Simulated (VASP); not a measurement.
# H4CO in VASP: a series of runs

Runs on H4CO. Level: r2SCAN+D3(BJ). Tasks: single point, relaxation of the atoms.

All numbers are computed with VASP 6.6.1; they aren't measurements. Logs are shortened: lines on timing, memory, paths and dates and some standing lists are left out, and cuts for length are marked.

**1. The cell of the first run**

The cell holds a disordered packing, 36 atoms: a = 7.619 Å, b = 7.619 Å, c = 7.619 Å, α = 90.00°, β = 90.00°, γ = 90.00°.

**2. Single point, r2SCAN+D3(BJ)**

File POSCAR:

```
H4CO
1.0
    7.6185600000      0.0000000000      0.0000000000
    0.0000000000      7.6185600000      0.0000000000
    0.0000000000      0.0000000000      7.6185600000
C O H
6 6 24
Direct
    0.6092220570      0.5382264665      0.3060109571
    0.9310578320      0.9386452713      0.0704194528
    0.1835294779      0.3303757389      0.5080093993
    0.5167361245      0.9695692762      0.6992200289
    0.1253988570      0.3991261449      0.0220250947
    0.0669044243      0.8729996423      0.5369853298
    0.6082837174      0.3575549835      0.3574024362
    1.0921296864      0.8408104129      0.0833542634
    0.2701184725      0.2323481067      0.3750585545
    0.4248734084      0.8140287802      0.7464652679
    0.2143965195      0.2351022532      0.0094205967
    0.2016834989      0.7882928597      0.4395020379
    0.4727460937      0.5799057022      0.3006705669
    0.7268989577      0.3150082269      0.3617761586
    0.6781618164      0.6191763703      0.4024638386
    0.6683894919      0.5554014395      0.1764303771
    0.8300688911      0.8621995164      0.1380372767
    1.1756117699      0.8906279036      0.0014775264
    0.9439357661      1.0680875857      0.1312353319
    0.8914494010      0.9566422872     -0.0662150808
    0.0441047065      0.2969236278      0.5021511222
    0.3942865378      0.2629102501      0.3780400790
    0.2317088833      0.2952874235      0.6391178958
    0.1970220398      0.4722798386      0.4878793246
    0.5411375735      1.0439079924      0.8188869493
    0.3738830094      0.7690847996      0.6390801569
    0.6430170042      0.9393861668      0.6365667585
    0.4396267546      1.0507004011      0.6093969301
    0.0609384771      0.4255202585     -0.1029474909
    0.2485037582      0.2094426471      0.1299446636
    0.0251059644      0.3969948811      0.1255718448
    0.2153033048      0.5075262111      0.0500172773
    0.1238478314      0.9182837642      0.6603709761
    0.1736709897      0.8014289218      0.3149668423
    0.0151494012      0.9869425067      0.4665509334
   -0.0410643993      0.7823259417      0.5668279224
```

File INCAR.step1:

```
SYSTEM = H4CO
ALGO = Normal
EDIFF = 1E-4
ENCUT = 520
GGA = PE
ISMEAR = -1
LASPH = .True.
LCHARG = .False.
LREAL = Auto
LWAVE = .True.
NBANDS = 66
NELM = 100
PREC = Accurate
SIGMA = 0.05
```

File INCAR.step2:

```
SYSTEM = H4CO
ALGO = Normal
EDIFF = 1E-6
ENCUT = 520
ISIF = 2
ISMEAR = -1
ISTART = 1
IVDW = 12
LASPH = .True.
LCHARG = .False.
LMIXTAU = .True.
LREAL = Auto
LWAVE = .False.
METAGGA = R2SCAN
NBANDS = 66
NELM = 100
PREC = Accurate
SIGMA = 0.05
VDW_A1 = 0.49484001
VDW_A2 = 5.73083694
VDW_S6 = 1.0
VDW_S8 = 0.78981345
```

File KPOINTS:

```
k-points
0
Gamma
  1 1 1
  0 0 0
```

Potentials or basis: VASP PAW PBE potentials, release 64 (C, O, H).

Run with:

```bash
$ cat potpaw_PBE.64/C/POTCAR potpaw_PBE.64/O/POTCAR potpaw_PBE.64/H/POTCAR > POTCAR
$ cp INCAR.step1 INCAR
$ mpirun -np 1 vasp_gam > vasp.out
$ cp INCAR.step2 INCAR
$ mpirun -np 1 vasp_gam > vasp.out
```

OUTCAR:

```text
SYSTEM = H4CO
   EDIFF = 1E-6
   ENCUT = 520
   ISIF = 2
   ISMEAR = -1
   ISTART = 1
   IVDW = 12
   LASPH = .True.
   LREAL = Auto
   METAGGA = R2SCAN
   NELM = 100
   PREC = Accurate
 IVDW          = 12

 ion  position               nearest neighbor table
   1  0.609  0.538  0.306-  13 1.09  16 1.09  15 1.09   7 1.43
   2  0.931  0.939  0.070-  20 1.09  17 1.09  19 1.09   8 1.44
   3  0.184  0.330  0.508-  21 1.09  24 1.10  23 1.10   9 1.42
   4  0.517  0.970  0.699-  25 1.09  28 1.09  27 1.10  10 1.42
   5  0.125  0.399  0.022-  29 1.09  32 1.09  31 1.10  11 1.42
   6  0.067  0.873  0.537-  33 1.09  35 1.09  36 1.10  12 1.42
   7  0.608  0.358  0.357-  14 0.96   1 1.43
   8  0.092  0.841  0.083-  18 0.97   2 1.44
   9  0.270  0.232  0.375-  22 0.97   3 1.42
  10  0.425  0.814  0.746-  26 0.97   4 1.42
  11  0.214  0.235  0.009-  30 0.97   5 1.42
  12  0.202  0.788  0.440-  34 0.98   6 1.42
  13  0.473  0.580  0.301-   1 1.09
  14  0.727  0.315  0.362-   7 0.96
  15  0.678  0.619  0.402-   1 1.09
  16  0.668  0.555  0.176-   1 1.09
  17  0.830  0.862  0.138-   2 1.09
  18  0.176  0.891  0.001-   8 0.97
[... 16 lines left out ...]
  35  0.015  0.987  0.467-   6 1.09
  36  0.959  0.782  0.567-   6 1.10

  LATTYP: Found a simple cubic cell.
 ALAT       =     7.6185600000

  Lattice vectors:

 A1 = (   7.6185600000,   0.0000000000,   0.0000000000)
 A2 = (   0.0000000000,   7.6185600000,   0.0000000000)
 A3 = (   0.0000000000,   0.0000000000,   7.6185600000)

Analysis of symmetry for initial positions (statically):
=====================================================================
 Subroutine PRICEL returns:
 Original cell was already a primitive cell.

 Routine SETGRP: Setting up the symmetry group for a
 simple cubic supercell.

 Subroutine GETGRP returns: Found  1 space group operations
 (whereof  1 operations were pure point group operations)
 out of a pool of 48 trial point group operations.

The static configuration has the point symmetry C_1 .

Analysis of symmetry for dynamics (positions and initial velocities):
=====================================================================
 Subroutine PRICEL returns:
 Original cell was already a primitive cell.

 Routine SETGRP: Setting up the symmetry group for a
 simple cubic supercell.

 Subroutine GETGRP returns: Found  1 space group operations
 (whereof  1 operations were pure point group operations)
 out of a pool of 48 trial point group operations.

The dynamic configuration has the point symmetry C_1 .

 Subroutine INISYM returns: Found  1 space group operations
 (whereof  1 operations are pure point group operations),
 and found     1 'primitive' translations

----------------------------------------------------------------------------------------

                                     Primitive cell

  volume of cell :     442.1999

  direct lattice vectors                    reciprocal lattice vectors
     7.618560000  0.000000000  0.000000000     0.131258401  0.000000000  0.000000000
     0.000000000  7.618560000  0.000000000     0.000000000  0.131258401  0.000000000
     0.000000000  0.000000000  7.618560000     0.000000000  0.000000000  0.131258401

  length of vectors
     7.618560000  7.618560000  7.618560000     0.131258401  0.131258401  0.131258401

  position of ions in fractional coordinates (direct lattice)
     0.609222057  0.538226466  0.306010957
     0.931057832  0.938645271  0.070419453
     0.183529478  0.330375739  0.508009399
     0.516736124  0.969569276  0.699220029
     0.125398857  0.399126145  0.022025095
     0.066904424  0.872999642  0.536985330
[... 28 lines left out ...]
     0.015149401  0.986942507  0.466550933
     0.958935601  0.782325942  0.566827922

  ion indices of the primitive-cell ions
   primitive index   ion index
                 1           1
                 2           2
                 3           3
                 4           4
                 5           5
                 6           6
[... 28 lines left out ...]
                35          35
                36          36

----------------------------------------------------------------------------------------

 KPOINTS: k-points

Automatic generation of k-mesh.
 Grid dimensions read from file:
 generate k-points for:    1    1    1

 Generating k-lattice:

  Cartesian coordinates                     Fractional coordinates (reciprocal lattice)
     0.131258401  0.000000000  0.000000000     1.000000000  0.000000000  0.000000000
     0.000000000  0.131258401  0.000000000     0.000000000  1.000000000  0.000000000
     0.000000000  0.000000000  0.131258401     0.000000000  0.000000000  1.000000000

  Length of vectors
     0.131258401  0.131258401  0.131258401

  Shift w.r.t. Gamma in fractional coordinates (k-lattice)
     0.000000000  0.000000000  0.000000000

 Subroutine IBZKPT returns following result:
 ===========================================

 Found      1 irreducible k-points:

 Following reciprocal coordinates:
            Coordinates               Weight
  0.000000  0.000000  0.000000      1.000000
   k-points           NKPTS =      1   k-points in BZ     NKDIM =      1   number of bands    NBANDS=     66
   number of dos      NEDOS =    301   number of ions     NIONS =     36
   total plane-waves  NPLWV = 216000
   dimension x,y,z NGX =    60 NGY =   60 NGZ =   60
   dimension x,y,z NGXF=   120 NGYF=  120 NGZF=  120
   ions per type =               6   6  24
   NGX,Y,Z   is equivalent  to a cutoff of  13.09, 13.09, 13.09 a.u.
   NGXF,Y,Z  is equivalent  to a cutoff of  26.19, 26.19, 26.19 a.u.
 SYSTEM =  H4CO
   PREC   = accura    normal or accurate (medium, high low for compatibility)
   ISTART =      1    job   : 0-new  1-cont  2-samecut
   ICHARG =      0    charge: 1-file 2-atom 10-const
   ISPIN  =      1    spin polarized calculation?
   LNONCOLLINEAR =      F non collinear calculations
   LSORBIT =      F    spin-orbit coupling
   LASPH  =      T    aspherical Exc in radial PAW
   ENCUT  =  520.0 eV  38.22 Ry    6.18 a.u.  14.17 14.17 14.17*2*pi/ulx,y,z
   NELM   =    100;   NELMIN=  2; NELMDL=  0     # of ELM steps
   EDIFF  = 0.1E-05   stopping-criterion for ELM
   LREAL  =      T    real-space projection
   EDIFFG = 0.1E-04   stopping-criterion for IOM
   NSW    =      0    number of steps for IOM
   IBRION =     -1    ionic relax: 0-MD 1-quasi-New 2-CG
   NFREE  =      0    steps in history (QN), initial steepest desc. (CG)
   ISIF   =      2    stress and relaxation
   ISYM   =      2    0-nonsym 1-usesym 2-fastsym
   POTIM  = 0.5000    time-step for ionic-motion
   TEBEG  =    0.0;   TEEND  =   0.0 temperature during run
   PSTRESS=    0.0 pullay stress
   NELECT =      84.0000    total number of electrons
   NUPDOWN=      -1.0000    fix difference up-down
   EMIN   =  10.00;   EMAX   =-10.00  energy-range for DOS
   EFERMI =   0.00;   METHOD = LEGACY
   ISMEAR =    -1;   SIGMA  =   0.05  broadening in eV -4-tet -1-fermi 0-gaus
   EFERMI_NEDOS =   21; number of points for ismear=-14 and -15
   IALGO  =     38    algorithm
   IMIX   =      4    mixing-type and parameters
     AMIX     =   0.40;   BMIX     =  1.00
     AMIX_MAG =   1.60;   BMIX_MAG =  1.00
  volume/ion in A,a.u.               =      12.28        82.89
  Fermi-wavevector in a.u.,A,eV,Ry     =   0.941084  1.778391 12.049850  0.885639
  Thomas-Fermi vector in A             =   2.068560
   LORBIT       =      0    0 simple, 1 ext, 2 COOP (PROOUT), +10 PAW based schemes
   METAGGA = R2SCAN    functional components
   LHFCALC =     F    Hartree Fock is set to
   AEXX    =    0.0000 exact exchange contribution
   IVDW    =    12    specifies the selected vdW correction
   LEPSILON=     F    determine dielectric tensor
   LRPA    =     F    only Hartree local field effects (RPA)
 non-spin polarized calculation
  energy-cutoff  :      520.00
  volume of cell :      442.20
 maximum number of plane-waves:      5919
 NGX is ok and might be reduce to    60
   NGX = 29   NGY = 29   NGZ = 29

 number of electron      84.0000015 magnetization

 Free energy of the ion-electron system (eV)
  ---------------------------------------------------
  ext. energy  EPLUGINS =         0.00000000
  ---------------------------------------------------
  free energy    TOTEN  =      -194.50200764 eV

  energy without entropy =     -194.50200764  energy(sigma->0) =     -194.50200764

 E-fermi :  -2.4075     XC(G=0):  -6.0727

 val. band max:       -3.6172969619   @ k =   0.0000   0.0000   0.0000
 cond. band min:       1.4870384648   @ k =   0.0000   0.0000   0.0000
 fundamental gap:      5.1043354266
 Fermi energy:        -2.4074520355

 k-point     1 :       0.0000    0.0000    0.0000
  band No.  band energies     occupation
      1     -24.9961      2.00000
      2     -24.4429      2.00000
      3     -24.2405      2.00000
      4     -24.1184      2.00000
      5     -23.8403      2.00000
      6     -23.7158      2.00000
[... 46 lines left out ...]
     53       5.0744      0.00000
     54       5.1163      0.00000
 [bands above 54 left out]

------------------------ aborting loop because EDIFF is reached ----------------------------------------

 Edisp (eV)   -0.54596

 E8    (eV) :    -0.0842

  FORCE on cell =-STRESS in cart. coord.  units (eV):
  Direction    XX          YY          ZZ          XY          YZ          ZX
  --------------------------------------------------------------------------------------
  -------------------------------------------------------------------------------------
  Total      -1.28140    -1.10833    -2.33181     0.00964     0.02540     0.01595
  in kB      -4.64277    -4.01569    -8.44862     0.03494     0.09202     0.05778
  external pressure =       -5.70 kB  Pullay stress =        0.00 kB

 VOLUME and BASIS-vectors are now :
 -----------------------------------------------------------------------------
  energy-cutoff  :      520.00
  volume of cell :      442.20
      direct lattice vectors                 reciprocal lattice vectors
     7.618560000  0.000000000  0.000000000     0.131258401  0.000000000  0.000000000
     0.000000000  7.618560000  0.000000000     0.000000000  0.131258401  0.000000000
     0.000000000  0.000000000  7.618560000     0.000000000  0.000000000  0.131258401

 POSITION                                       TOTAL-FORCE (eV/Angst)
 -----------------------------------------------------------------------------------
      4.64139      4.10051      2.33136        -0.010158      0.128558     -0.047694
      7.09332      7.15113      0.53649         0.030012     -0.103106      0.061447
      1.39823      2.51699      3.87030        -0.096378      0.092661      0.111368
      3.93679      7.38672      5.32705         0.055435      0.079003      0.019131
      0.95536      3.04077      0.16780        -0.052327      0.061542     -0.053388
      0.50972      6.65100      4.09105        -0.092152      0.049687      0.091694
[... 28 lines left out ...]
      0.11542      7.51908      3.55445         0.014132     -0.000214     -0.003370
      7.30571      5.96020      4.31841        -0.011518      0.004990     -0.021465
 -----------------------------------------------------------------------------------
    total drift:                                0.004850     -0.007117     -0.004186

  FREE ENERGIE OF THE ION-ELECTRON SYSTEM (eV)
  ---------------------------------------------------
  free  energy   TOTEN  =      -195.0479697953 eV

  energy  without entropy=     -195.0479697952  energy(sigma->0) =     -195.04796980
```

It took 4.7 min on 1 thread of Intel Xeon Platinum 8488C (Sapphire Rapids), shared host; peak memory 0.53 GiB.

What came out:

```
Free energy                : -195.0480 eV
Pressure                   : -0.6 GPa
Largest force              : 0.184 eV/Å
Band gap on the k mesh     : 5.10 eV
Dispersion energy per atom : -0.015 eV
```

Forces on the atoms (eV/Å):
```
C   -0.010  0.129 -0.048
C    0.030 -0.103  0.061
C   -0.096  0.093  0.111
C    0.055  0.079  0.019
C   -0.052  0.062 -0.053
C   -0.092  0.050  0.092
O   -0.142 -0.071  0.053
O   -0.110  0.056  0.012
O   -0.010 -0.112 -0.129
O   -0.023 -0.050  0.085
O   -0.002 -0.039 -0.046
O    0.030 -0.059 -0.060
H   -0.049  0.020  0.004
H    0.148 -0.104  0.024
H    0.018  0.013  0.019
H    0.004 -0.011 -0.024
H    0.106  0.054 -0.028
H    0.061  0.059 -0.001
H   -0.005 -0.015  0.022
H    0.009 -0.039  0.003
H   -0.057 -0.017 -0.013
H    0.181  0.019 -0.024
H    0.020 -0.031  0.034
H    0.000  0.034 -0.007
H    0.001  0.027  0.037
H   -0.102 -0.074 -0.101
H    0.047 -0.009 -0.012
H   -0.029  0.036 -0.031
H   -0.007 -0.013 -0.020
H    0.026 -0.045  0.100
H   -0.034 -0.007  0.006
H    0.031  0.053  0.001
H   -0.013  0.008  0.026
H    0.062  0.004 -0.087
H    0.014  0.000 -0.003
H   -0.012  0.005 -0.021
```

Stress tensor (GPa, compression positive):
```
-0.46  0.00  0.01
 0.00 -0.40  0.01
 0.01  0.01 -0.84
```

Levels at points of the mesh, in eV from the valence-band top:
```
           k point  band 39  band 40  band 41  band 42  band 43  band 44  band 45  band 46
(0.00, 0.00, 0.00)    -0.52    -0.38    -0.13     0.00     5.10     6.26     6.85     6.88
```

Caveat: the k points lie up to 0.82 Å⁻¹ apart, too coarse for converged energies, forces and pressures; the PAW data sets were made with another functional, which shifts forces and pressure a little.

**3. Single point, r2SCAN+D3(BJ)**

File POSCAR:

```
H4CO
1.0
    7.6185600000      0.0000000000      0.0000000000
    0.0000000000      7.6185600000      0.0000000000
    0.0000000000      0.0000000000      7.6185600000
C O H
6 6 24
Direct
    0.6020954091      0.5205576907      0.3012380292
    0.9158161122      0.9417527722      0.0533696657
    0.1972682502      0.3316899782      0.5127215642
    0.4875199513      0.9599583123      0.6999354209
    0.1236454133      0.4076885921      0.0071535828
    0.0762611307      0.8669879872      0.5577431956
    0.6314972908      0.3422694052      0.3504599294
    1.0786421581      0.8503050445      0.0910145749
    0.2932575185      0.2465164020      0.3771841398
    0.4198956233      0.7944545951      0.7592117145
    0.2078214256      0.2422111265      0.0025857905
    0.2014816448      0.7955177881      0.4363948043
    0.4594831569      0.5539498278      0.3056876890
    0.7520712576      0.3277784778      0.3403399068
    0.6680527554      0.6203665785      0.3894305486
    0.6482327369      0.5305989583      0.1715022261
    0.8080398395      0.8635490171      0.1033003612
    1.1746839298      0.9117077243      0.0373692666
    0.9066280242      1.0702022429      0.1212302587
    0.9045147639      0.9613102739     -0.0864992860
    0.0733209425      0.2659820228      0.5407714844
    0.4142777638      0.2301747312      0.4093686996
    0.2798035324      0.3361921413      0.6305128528
    0.1472325479      0.4679493238      0.4851966776
    0.5057254914      1.0453025244      0.8178579679
    0.3947990171      0.7352045531      0.6549006636
    0.6190014911      0.9520565566      0.6417223202
    0.3943002352      1.0299977949      0.6171113701
    0.0969474546      0.4295956191     -0.1266512307
    0.2883222026      0.2397697203      0.0960811492
   -0.0060641381      0.3965578797      0.0777049731
    0.1991058678      0.5164099252      0.0443390877
    0.1460380964      0.9217752436      0.6672127016
    0.1458674605      0.8058609501      0.3189710391
   -0.0025332871      0.9646967406      0.4979024908
   -0.0104219170      0.7632938508      0.6090783560
```

File INCAR.step1:

```
PREC = Accurate ; ENCUT = 520
ISMEAR = -1 ; SIGMA = 0.05
LREAL = Auto ; LASPH = T
NELM = 80 ; NBANDS = 66
GGA = PE ; ALGO = Normal
EDIFF = 1E-4 ; LWAVE = T
LCHARG = F
```

File INCAR.step2:

```
PREC = Accurate ; ENCUT = 520
EDIFF = 1E-7 ; ISMEAR = -1
SIGMA = 0.05 ; LREAL = Auto
LASPH = T ; NELM = 80
ALGO = Normal ; ISIF = 2
LWAVE = F ; LCHARG = F
METAGGA = R2SCAN ; LMIXTAU = T
IVDW = 12 ; VDW_S6 = 1.0
VDW_S8 = 0.78981345 ; VDW_A1 = 0.49484001
VDW_A2 = 5.73083694 ; NBANDS = 66
ISTART = 1
```

File KPOINTS:

```
regular mesh
0
Gamma
  1 1 1
```

Potentials or basis: VASP PAW PBE potentials, release 64 (C, O, H).

Run with:

```bash
$ cat potpaw_PBE.64/C/POTCAR potpaw_PBE.64/O/POTCAR potpaw_PBE.64/H/POTCAR > POTCAR
$ cp INCAR.step1 INCAR
$ mpirun -np 1 vasp_gam > vasp.out
$ cp INCAR.step2 INCAR
$ mpirun -np 1 vasp_gam > vasp.out
```

It took 5.5 min on 1 thread of Intel Xeon Platinum 8488C (Sapphire Rapids), shared host; peak memory 0.54 GiB.

The run converged. Its results:

```
Free energy                : -194.0342 eV
Pressure                   : 0.3 GPa
Largest force              : 2.486 eV/Å
Band gap on the k mesh     : 5.25 eV
Dispersion energy per atom : -0.015 eV
```

Forces on the atoms (eV/Å):
```
C   -0.951  1.063  1.308
C    0.610  0.396  0.600
C   -0.080  0.870  0.416
C    0.306  0.852  1.592
C   -1.915 -1.576 -0.180
C    0.367 -1.361  0.094
O   -1.872  0.286  0.741
O   -0.818 -0.149  0.379
O   -1.029  0.108 -0.499
O    0.821  1.341  1.102
O   -0.007 -0.245 -0.766
O   -0.669  0.150 -0.337
H    0.719 -0.564 -0.004
H    2.086 -0.635 -0.031
H   -0.216 -0.896 -0.523
H    0.386  0.719 -1.427
H   -0.023 -0.406 -0.083
H    0.137  0.396 -0.261
H    0.325 -0.307 -0.266
H   -0.228  0.088 -0.335
H    0.107 -0.765  0.132
H    0.246  0.333  0.098
H   -0.392  0.035  0.144
H    1.061 -0.464 -0.440
H   -0.199 -0.543 -0.425
H   -0.664 -1.185 -1.547
H   -0.187 -0.266 -0.329
H    0.071 -0.185 -0.351
H   -0.809  0.572 -1.363
H    0.751 -0.222  1.449
H    0.862  0.383 -0.144
H    1.022  1.017  1.088
H    0.233  0.256  0.407
H    0.552 -0.060  0.363
H   -0.635  0.923 -0.562
H    0.034  0.043 -0.042
```

Stress tensor (GPa, compression positive):
```
-0.25  0.53  0.99
 0.53 -0.12 -0.61
 0.99 -0.61  1.22
```

Levels at points of the mesh, in eV from the valence-band top:
| k point | band 38 | band 39 | band 40 | band 41 | band 42 | band 43 | band 44 | band 45 | band 46 | band 47 |
| --- | --- | --- | --- | --- | --- | --- | --- | --- | --- | --- |
| (0.00, 0.00, 0.00) | -0.65 | -0.34 | -0.17 | -0.11 | 0.00 | 5.25 | 6.50 | 6.86 | 6.99 | 7.23 |

Caveat: the k points lie up to 0.82 Å⁻¹ apart, too coarse for converged energies, forces and pressures; the atoms stand as in a frame of molecular dynamics; the PAW data sets were made with another functional, which shifts forces and pressure a little.

[end of part 1 of 3]
